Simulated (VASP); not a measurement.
# Rb (P6_3/mmc) in VASP: further runs, part 2 of 2

VASP 6.6.1.

## 3. Single point, r2SCAN

Input file POSCAR:

```
Rb
1.0
    5.0882069760      0.0000000000      0.0000000000
   -2.5441034880      4.4065165009      0.0000000000
    0.0000000000      0.0000000000      8.4420579800
Rb
2
Direct
    0.3333333300      0.6666666700      0.2500000000
    0.6666666700      0.3333333300      0.7500000000
```

Input file INCAR.step1:

```
ALGO     = Normal         # electronic algorithm
EDIFF    = 1E-4           # SCF threshold, eV
ENCUT    = 520            # plane-wave cutoff, eV
GGA      = PE             # functional
ISMEAR   = 0              # smearing method
LASPH    = T              # aspherical terms in the spheres
LCHARG   = F              # write CHGCAR
LREAL    = F              # projectors in reciprocal space
LWAVE    = T              # write WAVECAR
NBANDS   = 16             # bands
NELM     = 100            # most SCF steps
PREC     = Accurate       # precision mode
SIGMA    = 0.1            # smearing width, eV
```

Input file INCAR.step2:

```
ALGO     = Normal         # electronic algorithm
EDIFF    = 1E-6           # SCF threshold, eV
ENCUT    = 520            # plane-wave cutoff, eV
ISIF     = 2              # what is computed and relaxed
ISMEAR   = 0              # smearing method
ISTART   = 1            
LASPH    = T              # aspherical terms in the spheres
LCHARG   = F              # write CHGCAR
LMIXTAU  = T            
LREAL    = F              # projectors in reciprocal space
LWAVE    = F              # write WAVECAR
METAGGA  = R2SCAN         # meta-GGA
NBANDS   = 16             # bands
NELM     = 100            # most SCF steps
PREC     = Accurate       # precision mode
SIGMA    = 0.1            # smearing width, eV
```

Input file KPOINTS:

```
k-points
0
Gamma
  6 6 2
```

Potentials or basis: VASP PAW PBE potentials, release 64 (Rb_sv).

The run is started by

```
> cat potpaw_PBE.64/Rb_sv/POTCAR > POTCAR
> cp INCAR.step1 INCAR
> mpirun -np 1 vasp_std > vasp.out
> cp INCAR.step2 INCAR
> mpirun -np 1 vasp_std > vasp.out
```

Wall time 2.3 min (1 thread of AMD EPYC 9R45 (Zen 5), shared host); peak memory 0.31 GiB.

The run converged. Its results:

```
Free energy            : -27.8700 eV
Pressure               : 0.0 GPa
Band gap on the k mesh : zero (band 9 reaches 1.05 eV, above the bottom of band 10 at -1.39 eV)
```

Stress tensor (GPa, compression positive):
```
 0.14  0.00  0.00
 0.00  0.14  0.00
 0.00  0.00 -0.24
```

Levels at points of the mesh, in eV from the Fermi level:
| k point | band 5 | band 6 | band 7 | band 8 | band 9 | band 10 | band 11 | band 12 | band 13 | band 14 |
| --- | --- | --- | --- | --- | --- | --- | --- | --- | --- | --- |
| (0.00, 0.00, 0.00) | -13.75 | -13.74 | -13.74 | -13.74 | -2.20 | 0.07 | 0.34 | 3.69 | 3.70 | 3.70 |
| (0.50, 0.00, 0.00) | -13.78 | -13.77 | -13.76 | -13.75 | -0.02 | 0.12 | 1.21 | 1.56 | 1.98 | 2.45 |
| (0.00, 0.00, 0.50) | -13.74 | -13.74 | -13.74 | -13.74 | -1.52 | -1.52 | 2.29 | 2.29 | 3.75 | 3.75 |
| (0.50, 0.00, 0.50) | -13.76 | -13.76 | -13.76 | -13.76 | 0.36 | 0.36 | 0.71 | 0.71 | 2.60 | 2.60 |

Caveat: the k points lie up to 0.37 Å⁻¹ apart; the PAW data sets were made with another functional, which shifts forces and pressure a little.

## 4. Single point, r2SCAN (biaxial strain in the a-b plane: -4.0 %, then relaxed in part)

Input file POSCAR:

```
Rb
1.0
    4.8846786969      0.0000000000      0.0000000000
   -2.4423393485      4.2302558409      0.0000000000
    0.0000000000      0.0000000000      8.6152008673
Rb
2
Direct
    0.3333333333      0.6666666667      0.2500000000
    0.6666666667      0.3333333333      0.7500000000
```

Input file INCAR.step1:

```
PREC = Accurate
ENCUT = 520
ISMEAR = 0
SIGMA = 0.1
LREAL = False
LASPH = True
NELM = 100
NBANDS = 16
GGA = PE
ALGO = Normal
EDIFF = 1E-4
LWAVE = True
LCHARG = False
```

Input file INCAR.step2:

```
PREC = Accurate
ENCUT = 520
EDIFF = 1E-6
ISMEAR = 0
SIGMA = 0.1
LREAL = False
LASPH = True
NELM = 100
ALGO = Normal
ISIF = 2
LWAVE = False
LCHARG = False
METAGGA = R2SCAN
LMIXTAU = True
NBANDS = 16
ISTART = 1
```

Input file KPOINTS:

```
regular mesh
0
Gamma
  9 9 6
```

Potentials or basis: VASP PAW PBE potentials, release 64 (Rb_sv).

The run is started by

```
> cat potpaw_PBE.64/Rb_sv/POTCAR > POTCAR
> cp INCAR.step1 INCAR
> mpirun -np 1 vasp_std > vasp.out
> cp INCAR.step2 INCAR
> mpirun -np 1 vasp_std > vasp.out
```

OUTCAR:

```text
PREC = Accurate
   ENCUT = 520
   EDIFF = 1E-6
   ISMEAR = 0
   LREAL = False
   LASPH = True
   NELM = 100
   ISIF = 2
   METAGGA = R2SCAN
   ISTART = 1

 ion  position               nearest neighbor table
   1  0.333  0.667  0.250-   2 5.15   2 5.15   2 5.15   2 5.15   2 5.15   2 5.15
   2  0.667  0.333  0.750-   1 5.15   1 5.15   1 5.15   1 5.15   1 5.15   1 5.15

  LATTYP: Found a hexagonal cell.
 ALAT       =     4.8846786969
 C/A-ratio  =     1.7637190493

  Lattice vectors:

[... 645 lines left out ...]
------------------------ aborting loop because EDIFF is reached ----------------------------------------

  FORCE on cell =-STRESS in cart. coord.  units (eV):
  Direction    XX          YY          ZZ          XY          YZ          ZX
  --------------------------------------------------------------------------------------
  -------------------------------------------------------------------------------------
  Total        0.3531488      0.3531488      0.0055692     -0.0000000      0.0000000      0.0000000
  in kB        3.1783395      3.1783395      0.0501227     -0.0000000      0.0000000      0.0000000
  external PRESSURE =       2.1356006 kB  Pullay stress =       0.0000000 kB

 VOLUME and BASIS-vectors are now :
 -----------------------------------------------------------------------------
  energy-cutoff  :      520.00
  volume of cell :      178.02
      direct lattice vectors                 reciprocal lattice vectors
     4.884678697  0.000000000  0.000000000     0.204721756  0.118196161  0.000000000
    -2.442339349  4.230255841  0.000000000     0.000000000  0.236392322  0.000000000
     0.000000000  0.000000000  8.615200867     0.000000000  0.000000000  0.116073904

 POSITION                                       TOTAL-FORCE (eV/Angst)
 -----------------------------------------------------------------------------------
     -0.00000      2.82017      2.15380         0.000000     -0.000000     -0.000000
      2.44234      1.41009      6.46140        -0.000000      0.000000      0.000000
 -----------------------------------------------------------------------------------
    total drift:                               -0.000000      0.000000     -0.000000

  FREE ENERGIE OF THE ION-ELECTRON SYSTEM (eV)
  ---------------------------------------------------
  free  energy   TOTEN  =       -27.8252662598 eV

  energy  without entropy=      -27.8165815890  energy(sigma->0) =      -27.82092392
```

OUTCAR.step1:

```text
PREC = Accurate
   ENCUT = 520
   ISMEAR = 0
   LREAL = False
   LASPH = True
[... 680 lines left out ...]
     -0.00000      2.82017      2.15380        -0.000000     -0.000000     -0.000000
      2.44234      1.41009      6.46140         0.000000      0.000000      0.000000
 -----------------------------------------------------------------------------------
    total drift:                               -0.000000      0.000000     -0.000000

  FREE ENERGIE OF THE ION-ELECTRON SYSTEM (eV)
  ---------------------------------------------------
  free  energy   TOTEN  =        -1.8713168306 eV

  energy  without entropy=       -1.8619019446  energy(sigma->0) =       -1.86660939
```

OSZICAR.step1:

```text
N       E                     dE             d eps       ncg     rms          rms(c)
DAV:   1     0.117025567916E+03    0.11703E+03   -0.68503E+03  1536   0.851E+02
DAV:   2     0.109108478480E+02   -0.10611E+03   -0.10286E+03  2040   0.182E+02
DAV:   3    -0.622300267792E+00   -0.11533E+02   -0.11501E+02  2168   0.587E+01
DAV:   4    -0.186307515150E+01   -0.12408E+01   -0.12406E+01  2680   0.132E+01
DAV:   5    -0.186884915093E+01   -0.57740E-02   -0.57739E-02  2184   0.110E+00    0.177E+00
DAV:   6    -0.186958747872E+01   -0.73833E-03   -0.47664E-03  2160   0.350E-01    0.107E+00
DAV:   7    -0.187109388946E+01   -0.15064E-02   -0.56040E-03  1984   0.405E-01    0.673E-02
DAV:   8    -0.187128895086E+01   -0.19506E-03   -0.30753E-04  1984   0.110E-01    0.223E-02
DAV:   9    -0.187131683060E+01   -0.27880E-04   -0.28726E-05  1344   0.376E-02
   1 F= -.18713168E+01 E0= -.18666094E+01  d E =-.941489E-02
```

It took 4.8 min on 1 thread of AMD EPYC 9R45 (Zen 5), shared host; peak memory 0.33 GiB.

What came out:

```
Free energy            : -27.8253 eV
Pressure               : 0.2 GPa
Band gap on the k mesh : zero (band 9 reaches 1.25 eV, above the bottom of band 10 at -1.35 eV)
```

Stress tensor (GPa, compression positive):
```
0.32 0.00 0.00
0.00 0.32 0.00
0.00 0.00 0.01
```

Caveat: the cell differs from its parent crystal (biaxial strain in the a-b plane: -4.0 %, then relaxed in part); the PAW data sets were made with another functional, which shifts forces and pressure a little.

## 5. Single point, r2SCAN (biaxial strain in the a-b plane: -4.0 %)

POSCAR: that of step 4 with these lines changed.

```diff
@@ -4,3 +4,3 @@
    -2.4423393485      4.2302558409      0.0000000000
-    0.0000000000      0.0000000000      8.6152008673
+    0.0000000000      0.0000000000      8.6446673715
 Rb
```

Input file INCAR.step1:

```
SYSTEM = Rb
ALGO     = Normal         ! electronic algorithm
EDIFF    = 1E-4           ! SCF threshold, eV
ENCUT    = 520            ! plane-wave cutoff, eV
GGA      = PE             ! functional
ISMEAR   = 0              ! smearing method
LASPH    = .True.         ! aspherical terms in the spheres
LCHARG   = .False.        ! write CHGCAR
LREAL    = .False.        ! projectors in reciprocal space
LWAVE    = .True.         ! write WAVECAR
NBANDS   = 16             ! bands
NELM     = 100            ! most SCF steps
PREC     = Accurate       ! precision mode
SIGMA    = 0.1            ! smearing width, eV
```

Input file INCAR.step2:

```
SYSTEM = Rb
ALGO     = Normal         ! electronic algorithm
EDIFF    = 1E-6           ! SCF threshold, eV
ENCUT    = 520            ! plane-wave cutoff, eV
ISIF     = 2              ! what is computed and relaxed
ISMEAR   = 0              ! smearing method
ISTART   = 1            
LASPH    = .True.         ! aspherical terms in the spheres
LCHARG   = .False.        ! write CHGCAR
LMIXTAU  = .True.       
LREAL    = .False.        ! projectors in reciprocal space
LWAVE    = .False.        ! write WAVECAR
METAGGA  = R2SCAN         ! meta-GGA
NBANDS   = 16             ! bands
NELM     = 100            ! most SCF steps
PREC     = Accurate       ! precision mode
SIGMA    = 0.1            ! smearing width, eV
```

Input file KPOINTS:

```
k-points
0
Gamma
  9 9 6
  0 0 0
```

The run is started by

```
> cat potpaw_PBE.64/Rb_sv/POTCAR > POTCAR
> cp INCAR.step1 INCAR
> mpirun -np 1 vasp_std > vasp.out
> cp INCAR.step2 INCAR
> mpirun -np 1 vasp_std > vasp.out
```

Run time: 5.8 min. Hardware: 1 thread of AMD EPYC 9R45 (Zen 5), shared host; peak memory 0.32 GiB.

Results (log left out):

```
Free energy            : -27.8252 eV
Pressure               : 0.2 GPa
Band gap on the k mesh : zero (band 9 reaches 1.25 eV, above the bottom of band 10 at -1.36 eV)
```

Stress tensor (GPa, compression positive):
```
 0.31  0.00  0.00
 0.00  0.31  0.00
 0.00  0.00 -0.02
```

Levels at points of the mesh, in eV from the Fermi level:
```csv
k point,band 6,band 7,band 8,band 9,band 10,band 11,band 12,band 13
"(0.00, 0.00, 0.00)",-13.57,-13.57,-13.57,-2.13,0.05,0.32,3.57,4.03
"(0.00, 0.00, 0.50)",-13.57,-13.57,-13.57,-1.48,-1.48,2.20,2.20,4.09
```

Caveat: the cell differs from its parent crystal (biaxial strain in the a-b plane: -4.0 %); the PAW data sets were made with another functional, which shifts forces and pressure a little.

## 6. Summary

```csv
cell,k mesh,gap on the mesh (eV),pressure (GPa)
"a = 5.088, b = 5.088, c = 8.442 Å, angles 90.0, 90.0, 120.0°, 2 atoms",9 × 9 × 6,none,0.0
"a = 5.088, b = 5.088, c = 8.442 Å, angles 90.0, 90.0, 120.0°, 2 atoms",6 × 6 × 2,none,0.0
"a = 4.885, b = 4.885, c = 8.615 Å, angles 90.0, 90.0, 120.0°, 2 atoms",9 × 9 × 6,none,0.2
"a = 4.885, b = 4.885, c = 8.645 Å, angles 90.0, 90.0, 120.0°, 2 atoms",9 × 9 × 6,none,0.2
```

Alike in all rows: task single point; level r2SCAN; potentials or basis VASP PAW PBE potentials, release 64 (Rb_sv); no spin polarisation; cutoff (eV) 520; smearing gaussian 0.1 eV.

Caveats: some runs use coarse meshes; the PAW data sets were made with another functional, which shifts forces and pressure a little.

Total energies depend on the potentials used, so only differences within one code and one set of settings carry meaning.
